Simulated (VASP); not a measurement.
# W17F6 in VASP: single point with PBE+D3(BJ)

Aim: the single point of W17F6 with PBE+D3(BJ).

Program: VASP 6.6.1. These are calculated values, not measurements. Logs are shortened: lines on timing, memory, paths and dates and some standing lists are left out, and cuts for length are marked.

### 1 The cell of the first run

The cell holds a slab with vacuum, 23 atoms: a = 6.319 Å, b = 6.319 Å, c = 25.665 Å, α = 90.00°, β = 90.00°, γ = 90.00°.

### 2 Single point, PBE+D3(BJ)

Input file INCAR:

```
PREC = Accurate ; ENCUT = 520
EDIFF = 1E-7 ; ISMEAR = 0
SIGMA = 0.1 ; LREAL = Auto
LASPH = True ; NELM = 60
ALGO = Normal ; ISIF = 2
LWAVE = False ; LCHARG = False
LDIPOL = True ; IDIPOL = 3
DIPOL = 0.5 0.5 0.469 ; GGA = PE
IVDW = 12 ; NBANDS = 157
```

Input file KPOINTS:

```
Automatic mesh
0
Gamma
  3 3 1
```

Input file POSCAR:

```
W17F6
1.0
    6.3187499359      0.0000000000      0.0000000000
    0.0000000000      6.3187499359      0.0000000000
    0.0000000000      0.0000000000     25.6654624520
W F
17 6
Direct
    0.2500000000      0.7500000000      0.3117029360
    0.2500000000      0.2500000000      0.3117029360
    0.7500000000      0.7500000000      0.3117029360
    0.7500000000      0.2500000000      0.3117029360
    0.5000000000      0.5000000000      0.3732520893
    0.5000000000      0.0000000000      0.3732520893
    0.0000000000      0.5000000000      0.3732520893
    0.0000000000      0.0000000000      0.3732520893
    0.7461165015      0.2457871268      0.4370461861
    0.7552618889      0.7553604641      0.4356713691
    0.2508201746      0.2509315977      0.4368833161
    0.2456971455      0.7461693551      0.4370600917
    0.0132201816      0.0129722503      0.4935328658
   -0.0158961491      0.4730222675      0.4957406168
    0.4729197331     -0.0153864510      0.4957154209
    0.5355015066      0.5354806617      0.4937146522
    0.1979339936      0.1977983257      0.6237168979
    0.0202311035      0.0199903654      0.5769563219
    0.3962544604      0.3975376812      0.6430196515
    0.2617383548     -0.0342266260      0.6659617410
    0.0830635615      0.4217989184      0.5735140470
   -0.0333045695      0.2629389087      0.6661436087
    0.4224105110      0.0829092995      0.5736494097
```

Potentials or basis: VASP PAW PBE potentials, release 64 (W_sv, F).

The run is started by

```bash
> cat potpaw_PBE.64/W_sv/POTCAR potpaw_PBE.64/F/POTCAR > POTCAR
> mpirun -np 1 vasp_std > vasp.out
```

OUTCAR:

```text
PREC = Accurate
   ENCUT = 520
   EDIFF = 1E-7
   ISMEAR = 0
   LREAL = Auto
   LASPH = True
   NELM = 60
   ISIF = 2
   GGA = PE
   IVDW = 12
 IVDW          = 12

 ion  position               nearest neighbor table
   1  0.250  0.750  0.312-   5 2.74   6 2.74   7 2.74   8 2.74   2 3.16   3 3.16   2 3.16   3 3.16
                            12 3.22
   2  0.250  0.250  0.312-   5 2.74   6 2.74   7 2.74   8 2.74   1 3.16   4 3.16   1 3.16   4 3.16
                            11 3.21
   3  0.750  0.750  0.312-   5 2.74   6 2.74   7 2.74   8 2.74   1 3.16   4 3.16   4 3.16   1 3.16
                            10 3.18
   4  0.750  0.250  0.312-   5 2.74   6 2.74   7 2.74   8 2.74   2 3.16   3 3.16   3 3.16   2 3.16
                             9 3.22
   5  0.500  0.500  0.373-   1 2.74   2 2.74   3 2.74   4 2.74  11 2.76   9 2.77  12 2.77  10 2.79
                            16 3.11   7 3.16   6 3.16   6 3.16   7 3.16
   6  0.500  0.000  0.373-   1 2.74   2 2.74   3 2.74   4 2.74   9 2.74  10 2.75  11 2.77  12 2.80
                            15 3.15   8 3.16   5 3.16   5 3.16   8 3.16
   7  0.000  0.500  0.373-   1 2.74   2 2.74   3 2.74   4 2.74  12 2.74  10 2.75  11 2.77   9 2.80
                            14 3.15   8 3.16   5 3.16   8 3.16   5 3.16
   8  0.000  0.000  0.373-  10 2.71   2 2.74   3 2.74   4 2.74   1 2.74  12 2.77   9 2.77  11 2.77
                            13 3.09   7 3.16   6 3.16   7 3.16   6 3.16
   9  0.746  0.246  0.437-  14 2.57  13 2.67  16 2.69   6 2.74   8 2.77   5 2.77   7 2.80  15 2.82
                            10 3.10  11 3.13  11 3.19   4 3.22  10 3.22
  10  0.755  0.755  0.436-  16 2.47   8 2.71  13 2.74   6 2.75   7 2.75  14 2.77  15 2.77   5 2.79
                             9 3.10  12 3.10   3 3.18  12 3.22   9 3.22
  11  0.251  0.251  0.437-  13 2.57  15 2.66  14 2.66   5 2.76   7 2.77   6 2.77   8 2.77  16 2.93
                            12 3.13   9 3.13   9 3.19  12 3.19   2 3.21
  12  0.246  0.746  0.437-  15 2.57  13 2.66  16 2.69   7 2.74   8 2.77   5 2.77   6 2.80  14 2.82
                            10 3.10  11 3.13  11 3.19   1 3.22  10 3.22
  13  0.013  0.013  0.494-  18 2.14  11 2.57  12 2.66   9 2.67  10 2.74  15 2.91  14 2.91   8 3.09
                            14 3.42  15 3.42
  14  0.984  0.473  0.496-  21 2.12   9 2.57  11 2.66  10 2.77  12 2.82  16 2.86  13 2.91   7 3.15
                            13 3.42
  15  0.473  0.985  0.496-  23 2.12  12 2.57  11 2.66  10 2.77   9 2.82  16 2.87  13 2.91   6 3.15
                            13 3.42
  16  0.536  0.535  0.494-  10 2.47   9 2.69  12 2.69  14 2.86  15 2.87  11 2.93   5 3.11
  17  0.198  0.198  0.624-  19 1.85  20 1.87  22 1.87  18 1.99  23 2.05  21 2.05
  18  0.020  0.020  0.577-  17 1.99  13 2.14
  19  0.396  0.398  0.643-  17 1.85
  20  0.262  0.966  0.666-  17 1.87
  21  0.083  0.422  0.574-  17 2.05  14 2.12
  22  0.967  0.263  0.666-  17 1.87
  23  0.422  0.083  0.574-  17 2.05  15 2.12

  LATTYP: Found a simple tetragonal cell.
 ALAT       =     6.3187499359
 C/A-ratio  =     4.0617942967

  Lattice vectors:

 A1 = (   6.3187499359,   0.0000000000,   0.0000000000)
 A2 = (   0.0000000000,   6.3187499359,   0.0000000000)
 A3 = (   0.0000000000,   0.0000000000,  25.6654624520)
[... 172 lines left out ...]
  Thomas-Fermi vector in A             =   2.197771
   LORBIT       =      0    0 simple, 1 ext, 2 COOP (PROOUT), +10 PAW based schemes
   GGA     = PE    functional components
   LHFCALC =     F    Hartree Fock is set to
   AEXX    =    0.0000 exact exchange contribution
   IVDW    =    12    specifies the selected vdW correction
   LEPSILON=     F    determine dielectric tensor
   LRPA    =     F    only Hartree local field effects (RPA)
 non-spin polarized calculation
 Gauss-broadening in eV      SIGMA  =   0.10
  energy-cutoff  :      520.00
  volume of cell :     1024.73
 maximum number of plane-waves:     27643
   NGX = 23   NGY = 23   NGZ = 95

 dipolmoment           0.000000      0.000000     -0.012067 electrons x Angstroem

 number of electron     279.9999994 magnetization

 dipolmoment           0.000000      0.000000      0.205673 electrons x Angstroem

 Free energy of the ion-electron system (eV)
  ---------------------------------------------------
  ext. energy  EPLUGINS =         0.00000000
  ---------------------------------------------------
  free energy    TOTEN  =      -231.01770951 eV

  energy without entropy =     -230.91350777  energy(sigma->0) =     -230.96560864

 E-fermi :   0.0831     XC(G=0):  -5.1165

 val. band max:       -0.0339226528   @ k =   0.3333   0.0000   0.0000
 cond. band min:       0.0846146648   @ k =   0.3333   0.3333   0.0000
 fundamental gap:      0.1185373176
 Fermi energy:         0.0831065136

 k-point     1 :       0.0000    0.0000    0.0000
  band No.  band energies     occupation
      1     -77.2189      2.00000
      2     -73.9866      2.00000
      3     -73.9723      2.00000
      4     -73.8373      2.00000
      5     -73.8064      2.00000
      6     -73.7743      2.00000
[... 764 lines left out ...]
    151       1.1065      0.00000
    152       1.3340      0.00000
 [bands above 152 left out]

------------------------ aborting loop because EDIFF is reached ----------------------------------------

 vacuum level on the upper side and lower side of the slab       (xc-potential included)         0.451        -0.462

 Edisp (eV)   -7.56532

 E8    (eV) :    -3.9417

  FORCE on cell =-STRESS in cart. coord.  units (eV):
  Direction    XX          YY          ZZ          XY          YZ          ZX
  --------------------------------------------------------------------------------------
  -------------------------------------------------------------------------------------
  Total     -24.08229   -24.11331    -9.87297     1.09210     0.03329     0.06340
  in kB     -37.65277   -37.70128   -15.43644     1.70750     0.05205     0.09912
  external pressure =      -30.26 kB  Pullay stress =        0.00 kB

 VOLUME and BASIS-vectors are now :
 -----------------------------------------------------------------------------
  energy-cutoff  :      520.00
  volume of cell :     1024.73
      direct lattice vectors                 reciprocal lattice vectors
     6.318749936  0.000000000  0.000000000     0.158259151  0.000000000  0.000000000
     0.000000000  6.318749936  0.000000000     0.000000000  0.158259151  0.000000000
     0.000000000  0.000000000 25.665462452     0.000000000  0.000000000  0.038962867

 POSITION                                       TOTAL-FORCE (eV/Angst)
 -----------------------------------------------------------------------------------
      1.57969      4.73906      8.00000        -0.008105     -0.154537      1.785244
      1.57969      1.57969      8.00000         0.107130      0.108755      1.866772
      4.73906      4.73906      8.00000         0.020693      0.020938      1.692646
      4.73906      1.57969      8.00000        -0.153233     -0.008227      1.782511
      3.15937      3.15937      9.57969         0.086997      0.091099     -1.640852
      3.15937      0.00000      9.57969        -0.251986     -0.006869     -1.836198
[... 15 lines left out ...]
      6.10831      1.66145     17.09688        -0.316764      0.096903      0.229524
      2.66911      0.52388     14.72298         0.071771     -0.019139     -0.006738
 -----------------------------------------------------------------------------------
    total drift:                               -0.003044     -0.003161      0.000015

  FREE ENERGIE OF THE ION-ELECTRON SYSTEM (eV)
  ---------------------------------------------------
  free  energy   TOTEN  =      -238.5830318381 eV

  energy  without entropy=     -238.4788300950  energy(sigma->0) =     -238.53093097

 vacuum level on the upper side and lower side of the slab         5.164         4.232
```

Run time: 24 min. Hardware: 1 thread of Intel Xeon 6975P-C (Granite Rapids), shared host; peak memory 1.1 GiB.

What came out:

- Free energy: -238.5830 eV
- Largest force: 1.993 eV/Å
- Band gap on the k mesh: zero (bands 140 and 141 overlap by 0.08 eV)
- Dispersion energy per atom: -0.329 eV

Forces in eV/Å, atoms in the order of the input:
```
W   -0.008 -0.155  1.785
W    0.107  0.109  1.867
W    0.021  0.021  1.693
W   -0.153 -0.008  1.783
W    0.087  0.091 -1.641
W   -0.252 -0.007 -1.836
W   -0.011 -0.247 -1.833
W    0.220  0.220 -1.969
W   -0.012 -0.012 -0.001
W    0.015  0.018 -0.009
W    0.010  0.008 -0.018
W   -0.005 -0.013 -0.002
W   -0.037 -0.032 -0.046
W   -0.017  0.036 -0.028
W    0.039 -0.024 -0.018
W   -0.029 -0.029  0.051
W   -0.020 -0.017 -0.335
F   -0.101 -0.098 -0.030
F    0.309  0.305  0.125
F    0.099 -0.315  0.232
F   -0.017  0.072  0.007
F   -0.317  0.097  0.230
F    0.072 -0.019 -0.007
```

Caveat: spin-orbit coupling is left out, which moves the levels of the heavy elements.
